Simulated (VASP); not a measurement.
# Ba4Ru (P-43m) in VASP: notebook, part 2 of 2

VASP 6.6.1. The steps go on from the part before.

### Step 3. Relaxation of cell and atoms, PBE

This run uses another cell than the first one, of 52.88 Å³/atom.

INCAR reads:

```
SYSTEM = Ba4Ru
PREC = Accurate
ENCUT = 600
EDIFF = 1E-6
ISMEAR = 0
SIGMA = 0.1
LREAL = .FALSE.
LASPH = .TRUE.
NELM = 100
ALGO = Normal
ISIF = 3
LWAVE = .FALSE.
LCHARG = .FALSE.
GGA = PE
IBRION = 2
NSW = 100
EDIFFG = -0.01
```

KPOINTS reads:

```
regular mesh
0
G
  6 6 6
  0 0 0
```

POSCAR reads:

```
Ba4Ru
1.0
    6.4181442933      0.0000000000      0.0000000000
    0.0000000000      6.4181442933      0.0000000000
    0.0000000000      0.0000000000      6.4181442933
Ba Ru
4 1
Direct
    0.2446162307      0.2446162307      0.2446162307
    0.7553837693      0.7553837693      0.2446162307
    0.2446162307      0.7553837693      0.7553837693
    0.7553837693      0.2446162307      0.7553837693
    0.0000000000      0.0000000000      0.0000000000
```

Potentials or basis: VASP PAW PBE potentials, release 64 (Ba_sv, Ru_pv).

Command:

```console
> cat potpaw_PBE.64/Ba_sv/POTCAR potpaw_PBE.64/Ru_pv/POTCAR > POTCAR
> mpirun -np 1 vasp_std > vasp.out
```

OUTCAR:

```text
SYSTEM = Ba4Ru
   PREC = Accurate
   ENCUT = 600
   EDIFF = 1E-6
   ISMEAR = 0
   LREAL = .FALSE.
   LASPH = .TRUE.
   NELM = 100
   ISIF = 3
   GGA = PE
   IBRION = 2
   NSW = 100
   EDIFFG = -0.01

 ion  position               nearest neighbor table
   1  0.245  0.245  0.245-   5 2.72   3 4.44   4 4.44   2 4.44   3 4.54   4 4.54   2 4.54   4 4.54
                             2 4.54   3 4.54   3 4.64   2 4.64   4 4.64
   2  0.755  0.755  0.245-   5 2.72   3 4.44   4 4.44   1 4.44   3 4.54   4 4.54   1 4.54   4 4.54
                             1 4.54   3 4.54   4 4.64   3 4.64   1 4.64
   3  0.245  0.755  0.755-   5 2.72   2 4.44   4 4.44   1 4.44   2 4.54   4 4.54   1 4.54   2 4.54
                             1 4.54   4 4.54   2 4.64   4 4.64   1 4.64
   4  0.755  0.245  0.755-   5 2.72   2 4.44   3 4.44   1 4.44   2 4.54   3 4.54   1 4.54   2 4.54
                             1 4.54   3 4.54   2 4.64   3 4.64   1 4.64
   5  0.000  0.000  0.000-   1 2.72   2 2.72   3 2.72   4 2.72

  LATTYP: Found a simple cubic cell.
 ALAT       =     6.4181442933

  Lattice vectors:

 A1 = (   6.4181442933,   0.0000000000,   0.0000000000)
 A2 = (   0.0000000000,   6.4181442933,   0.0000000000)
 A3 = (   0.0000000000,   0.0000000000,   6.4181442933)

Analysis of symmetry for initial positions (statically):
=====================================================================
 Subroutine PRICEL returns:
 Original cell was already a primitive cell.

 Routine SETGRP: Setting up the symmetry group for a
 simple cubic supercell.

 Subroutine GETGRP returns: Found 24 space group operations
 (whereof 24 operations were pure point group operations)
 out of a pool of 48 trial point group operations.

The static configuration has the point symmetry T_d .

Analysis of symmetry for dynamics (positions and initial velocities):
=====================================================================
 Subroutine PRICEL returns:
 Original cell was already a primitive cell.

 Routine SETGRP: Setting up the symmetry group for a
 simple cubic supercell.

 Subroutine GETGRP returns: Found 24 space group operations
[... 115 lines left out ...]
   NELECT =      54.0000    total number of electrons
   NUPDOWN=      -1.0000    fix difference up-down
   EMIN   =  10.00;   EMAX   =-10.00  energy-range for DOS
   EFERMI =   0.00;   METHOD = LEGACY
   ISMEAR =     0;   SIGMA  =   0.10  broadening in eV -4-tet -1-fermi 0-gaus
   EFERMI_NEDOS =   21; number of points for ismear=-14 and -15
   IALGO  =     38    algorithm
   IMIX   =      4    mixing-type and parameters
     AMIX     =   0.40;   BMIX     =  1.00
     AMIX_MAG =   1.60;   BMIX_MAG =  1.00
  volume/ion in A,a.u.               =      52.88       356.82
  Fermi-wavevector in a.u.,A,eV,Ry     =   0.964117  1.821918 12.646921  0.929522
  Thomas-Fermi vector in A             =   2.093721
   LORBIT       =      0    0 simple, 1 ext, 2 COOP (PROOUT), +10 PAW based schemes
   GGA     = PE    functional components
   LHFCALC =     F    Hartree Fock is set to
   AEXX    =    0.0000 exact exchange contribution
   IVDW    =     0    specifies the selected vdW correction
   LEPSILON=     F    determine dielectric tensor
   LRPA    =     F    only Hartree local field effects (RPA)
 conjugate gradient relaxation of ions
 non-spin polarized calculation
 Gauss-broadening in eV      SIGMA  =   0.10
  energy-cutoff  :      600.00
  volume of cell :      264.38
 maximum number of plane-waves:      8858
 NGX is ok and might be reduce to    54
   NGX = 25   NGY = 25   NGZ = 25

--------------------------------------- Ionic step        1  -------------------------------------------

 number of electron      54.0000001 magnetization

 Free energy of the ion-electron system (eV)
  ---------------------------------------------------
  ext. energy  EPLUGINS =         0.00000000
  ---------------------------------------------------
  free energy    TOTEN  =       -15.12510149 eV

  energy without entropy =      -15.09150068  energy(sigma->0) =      -15.10830108

------------------------ aborting loop because EDIFF is reached ----------------------------------------

  FORCE on cell =-STRESS in cart. coord.  units (eV):
  Direction    XX          YY          ZZ          XY          YZ          ZX
  --------------------------------------------------------------------------------------
  -------------------------------------------------------------------------------------
  Total        1.5910115      1.5910115      1.5910115     -0.0000000     -0.0000000      0.0000000
  in kB        9.6417413      9.6417413      9.6417413     -0.0000000     -0.0000000      0.0000000
  external PRESSURE =       9.6417413 kB  Pullay stress =       0.0000000 kB
[... 221 lines left out ...]
--------------------------------------- Ionic step        7  -------------------------------------------

 number of electron      54.0000002 magnetization

 Free energy of the ion-electron system (eV)
  ---------------------------------------------------
  ext. energy  EPLUGINS =         0.00000000
  ---------------------------------------------------
  free energy    TOTEN  =       -15.18021927 eV

  energy without entropy =      -15.14684556  energy(sigma->0) =      -15.16353242

 E-fermi :   1.9723     XC(G=0):  -7.5821

 val. band max:        1.9661260873   @ k =   0.3333   0.1667   0.1667
 cond. band min:       2.0040852432   @ k =   0.3333   0.3333   0.1667
 fundamental gap:      0.0379591559
 Fermi energy:         1.9722683710

 k-point     1 :       0.0000    0.0000    0.0000
  band No.  band energies     occupation
      1     -39.5813      2.00000
      2     -39.5813      2.00000
      3     -39.5813      2.00000
      4     -26.6698      2.00000
      5     -26.6248      2.00000
      6     -26.6248      2.00000
[... 721 lines left out ...]
  FREE ENERGIE OF THE ION-ELECTRON SYSTEM (eV)
  ---------------------------------------------------
  free  energy   TOTEN  =       -15.1802192744 eV

  energy  without entropy=      -15.1468455612  energy(sigma->0) =      -15.16353242

 reached required accuracy - stopping structural energy minimisation
```

OSZICAR:

```text
N       E                     dE             d eps       ncg     rms          rms(c)
DAV:   1     0.477581428716E+03    0.47758E+03   -0.26609E+04  1448   0.159E+03
DAV:   2     0.151112842575E+02   -0.46247E+03   -0.45661E+03  1800   0.328E+02
DAV:   3    -0.172771965199E+02   -0.32388E+02   -0.32188E+02  1728   0.838E+01
[... 74 lines left out ...]
DAV:   3    -0.151792521748E+02    0.98260E-01   -0.69437E-01  1616   0.244E+00    0.164E-01
DAV:   4    -0.151801884924E+02   -0.93632E-03   -0.25959E-02  1632   0.511E-01    0.987E-02
DAV:   5    -0.151801800538E+02    0.84387E-05   -0.15525E-03  1920   0.125E-01    0.461E-02
DAV:   6    -0.151802223868E+02   -0.42333E-04   -0.13401E-04  1712   0.423E-02    0.284E-02
DAV:   7    -0.151802194675E+02    0.29193E-05   -0.59060E-05  1824   0.295E-02    0.434E-03
DAV:   8    -0.151802192744E+02    0.19309E-06   -0.32390E-06  1296   0.628E-03
   7 F= -.15180219E+02 E0= -.15163532E+02  d E =-.337509E-02
```

Wall time 10 min (1 thread of Intel Xeon 6975P-C (Granite Rapids), shared host); peak memory 0.55 GiB.

Results:

| Property | Result |
| --- | --- |
| Free energy | -15.1802 eV |
| Relaxed volume | 54.34 Å³/atom |
| Relaxed cell | a = 6.477 Å, b = 6.477 Å, c = 6.477 Å, α = 90.00°, β = 90.00°, γ = 90.00° |
| Space group after relaxing (to 0.1 Å) | P-43m (No. 215) |
| Energy gained by relaxing | 11.0 meV/atom |
| Ionic steps | 7 |
| Pressure after relaxing | 0.0 GPa |
| Largest force after relaxing | 0.005 eV/Å |
| Band gap on the k mesh | zero (bands 27 and 28 overlap by 1.19 eV) |

Forces in eV/Å, atoms in the order of the input:
```
Ba   0.003  0.003  0.003
Ba  -0.003 -0.003  0.003
Ba   0.003 -0.003 -0.003
Ba  -0.003  0.003 -0.003
Ru   0.000  0.000  0.000
```

Step by step:
```tsv
step	energy change (eV)	largest force (eV/Å)	pressure (GPa)	volume (Å³)
1	0.0000	0.4080	0.96	264.38
2	-0.0517	0.0593	-0.04	276.74
3	-0.0517	0.0555	-0.05	276.89
4	-0.0525	0.0492	-0.05	276.24
5	-0.0543	0.0308	-0.02	274.29
6	-0.0549	0.0081	0.03	270.42
7	-0.0551	0.0047	0.02	271.68
```

Final structure:
```xyz
5
Lattice="6.4767 0.0000 0.0000 0.0000 6.4767 0.0000 0.0000 0.0000 6.4767" Properties=species:S:1:pos:R:3 pbc="T T T"
Ba    1.6089    1.6089    1.6089
Ba    4.8678    4.8678    1.6089
Ba    1.6089    4.8678    4.8678
Ba    4.8678    1.6089    4.8678
Ru    0.0000    0.0000    0.0000
```

Caveat: spin-orbit coupling is left out, which moves the levels of the heavy elements.

### Step 4. Single point, PBE

This run uses another cell than the first one, of 52.88 Å³/atom.

INCAR reads:

```
PREC = Accurate
ENCUT = 520
EDIFF = 1E-6
ISMEAR = 0
SIGMA = 0.1
LREAL = False
LASPH = True
NELM = 100
ALGO = Normal
ISIF = 2
LWAVE = False
LCHARG = True
GGA = PE
LELF = True
LVHAR = True
NBANDS = 35
```

KPOINTS reads:

```
Automatic mesh
0
Gamma
  4 4 4
```

POSCAR is that of step 3.

Command:

```console
> cat potpaw_PBE.64/Ba_sv/POTCAR potpaw_PBE.64/Ru_pv/POTCAR > POTCAR
> mpirun -np 1 vasp_std > vasp.out
```

Wall time 50 s (1 thread of Intel Xeon 6975P-C (Granite Rapids), shared host); peak memory 0.35 GiB.

The run converged. Its results:

```yaml
Free_energy: -15.0981 eV
Pressure: 1.0 GPa
Largest_force: 0.398 eV/Å
Band_gap_on_the_k_mesh: zero (bands 27 and 28 overlap by 1.23 eV)
```

Forces in eV/Å, atoms in the order of the input:
```
Ba   0.230  0.230  0.230
Ba  -0.230 -0.230  0.230
Ba   0.230 -0.230 -0.230
Ba  -0.230  0.230 -0.230
Ru   0.000  0.000  0.000
```

Levels at points of the mesh, in eV from the Fermi level:
```
           k point  band 25  band 26  band 27  band 28  band 29  band 30  band 31  band 32
(0.00, 0.00, 0.00)    -1.78    -0.16    -0.04    -0.04    -0.04     0.65     0.65     1.88
(0.50, 0.00, 0.00)    -1.60    -1.34     0.50     0.67     0.67     0.71     0.79     1.05
(0.50, 0.50, 0.00)    -0.83    -0.39    -0.39    -0.29     0.73     0.84     0.84     0.92
(0.50, 0.50, 0.50)    -1.18    -0.74    -0.74    -0.74     0.97     1.25     1.25     1.25
```

Caveat: spin-orbit coupling is left out, which moves the levels of the heavy elements.

### Step 5. Relaxation of cell and atoms, PBE

This run uses another cell than the first one, of 35.26 Å³/atom.

INCAR reads:

```
ALGO = Normal
EDIFF = 1E-7
EDIFFG = -0.04
ENCUT = 600
GGA = PE
IBRION = 2
ISIF = 3
ISMEAR = 0
LASPH = T
LCHARG = F
LREAL = F
LWAVE = F
NELM = 100
NSW = 90
PREC = Accurate
SIGMA = 0.1
```

KPOINTS reads:

```
k-points
0
Gamma
  4 4 4
```

POSCAR reads:

```
Ba4Ru
1.0
    5.6074619700      0.0000000000      0.0000000000
    0.0000000000      5.6074619700      0.0000000000
    0.0000000000      0.0000000000      5.6074619700
Ba Ru
4 1
Direct
    0.2500000000      0.2500000000      0.2500000000
    0.7500000000      0.7500000000      0.2500000000
    0.2500000000      0.7500000000      0.7500000000
    0.7500000000      0.2500000000      0.7500000000
    0.0000000000      0.0000000000      0.0000000000
```

Command:

```console
> cat potpaw_PBE.64/Ba_sv/POTCAR potpaw_PBE.64/Ru_pv/POTCAR > POTCAR
> mpirun -np 1 vasp_std > vasp.out
```

It took 7.5 min on 1 thread of Intel Xeon 6975P-C (Granite Rapids), shared host; peak memory 0.37 GiB.

The run converged. Its results:

| Item | Value |
| --- | --- |
| Free energy | -15.1452 eV |
| Relaxed volume | 54.48 Å³/atom |
| Relaxed cell | a = 6.482 Å, b = 6.482 Å, c = 6.482 Å, α = 90.00°, β = 90.00°, γ = 90.00° |
| Space group after relaxing (to 0.1 Å) | P-43m (No. 215) |
| Energy gained by relaxing | 633.2 meV/atom |
| Ionic steps | 12 |
| Pressure after relaxing | 0.0 GPa |
| Band gap on the k mesh | zero (bands 27 and 28 overlap by 1.18 eV) |

The path:
```csv
step,energy change (eV),largest force (eV/Å),pressure (GPa),volume (Å³)
1,0.0000,3.2272,16.09,176.32
2,-2.6522,1.0163,-1.75,283.04
3,-3.0052,0.3971,0.60,241.90
4,-3.0065,0.4756,0.30,245.40
5,-3.0069,0.4419,0.43,243.86
6,-3.0499,0.3833,0.32,248.09
7,-3.1365,0.2146,0.05,261.05
8,-3.1416,0.0802,-0.28,288.32
9,-3.1644,0.0370,-0.16,275.78
10,-3.1646,0.0521,-0.14,274.31
11,-3.1650,0.0433,0.12,270.84
12,-3.1659,0.0008,0.00,272.41
```

Final structure:
```yaml
crystal:
  lattice:
    - [6.48250, 0.00000, 0.00000]
    - [0.00000, 6.48250, 0.00000]
    - [0.00000, 0.00000, 6.48250]
  atoms:
    - { symbol: Ba, position: [0.24824, 0.24824, 0.24824] }
    - { symbol: Ba, position: [0.75176, 0.75176, 0.24824] }
    - { symbol: Ba, position: [0.24824, 0.75176, 0.75176] }
    - { symbol: Ba, position: [0.75176, 0.24824, 0.75176] }
    - { symbol: Ru, position: [0.00000, 0.00000, 0.00000] }
```

Levels at points of the mesh, in eV from the Fermi level:
```tsv
k point	band 25	band 26	band 27	band 28	band 29	band 30	band 31	band 32
(0.00, 0.00, 0.00)	-1.56	-0.16	-0.03	-0.03	-0.03	0.65	0.65	1.82
(0.50, 0.00, 0.00)	-1.47	-1.32	0.47	0.66	0.66	0.71	0.76	1.03
(0.50, 0.50, 0.00)	-0.89	-0.40	-0.40	-0.26	0.78	0.85	0.88	0.88
(0.50, 0.50, 0.50)	-1.23	-0.71	-0.71	-0.71	0.89	1.18	1.18	1.18
```

Caveat: the volume moved by over 15 % at a fixed basis, so the end points are rough; spin-orbit coupling is left out, which moves the levels of the heavy elements.

### Step 6. Overview

```csv
task,cell,k mesh,cutoff (eV),gap on the mesh (eV),pressure (GPa),relaxed volume (Å³/atom),largest force (eV/Å)
single point,"a = 6.444 Å, 5 atoms, atomic positions A",6 × 6 × 6,520,none,0.9,-,0.41
relaxation of cell and atoms,"relaxed from a = 6.418 Å, 5 atoms, atomic positions A",6 × 6 × 6,600,none,0.0,54.34,-
single point,"a = 6.418 Å, 5 atoms, atomic positions A",4 × 4 × 4,520,none,1.0,-,0.40
relaxation of cell and atoms,"relaxed from a = 5.607 Å, 5 atoms, atomic positions B",4 × 4 × 4,600,none,0.0,54.48,-
```

Alike in all rows: level PBE; potentials or basis VASP PAW PBE potentials, release 64 (Ba_sv, Ru_pv); no spin polarisation; smearing gaussian 0.1 eV.

Caveats: spin-orbit coupling is left out, which moves the levels of the heavy elements; the volume moved by over 15 % at a fixed basis, so the end points are rough (at least some runs).

Absolute energies hang on the potentials; compare differences alone.
